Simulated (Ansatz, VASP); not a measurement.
# ZnS in VASP and in Ansatz

```xyz
8
Lattice="3.8227 0.0000 0.0000 -1.9114 3.3106 0.0000 0.0000 0.0000 12.5200" Properties=species:S:1:pos:R:3 pbc="T T T"
Zn    0.0000    0.0000    0.0000
Zn    0.0000    0.0000    6.2600
Zn    0.0000    2.2070    3.1300
Zn    1.9114    1.1035    9.3900
S     0.0000    0.0000    2.3475
S     0.0000    0.0000    8.6075
S     0.0000    2.2070    5.4775
S     1.9114    1.1035   11.7375
```

Alike in both runs: task relaxation of cell and atoms; functional PBE; k mesh 6 × 6 × 2; occupations fermi-dirac, width 0.02 eV; no spin polarisation.

|  | VASP | Ansatz |
| --- | --- | --- |
| version | VASP 6.6.1 | Ansatz 0.2.0 |
| potentials or method | VASP PAW PBE potentials, release 64 (Zn, S), cutoff 500 eV | plane waves, PAW |
| valence electrons in the cell | 72 | 72 |

|  | VASP | Ansatz | Ansatz less VASP |
| --- | --- | --- | --- |
| gap on the k mesh at the Fermi level, each at its own relaxed structure (eV) | 2.04 | 2.05 | +0.006 |
| relaxed volume (Å³/atom) | 20.21 | 20.17 | -0.043 |
| relaxed cell length with the largest relative difference (Å) | 12.598 | 12.588 | -0.0093 |
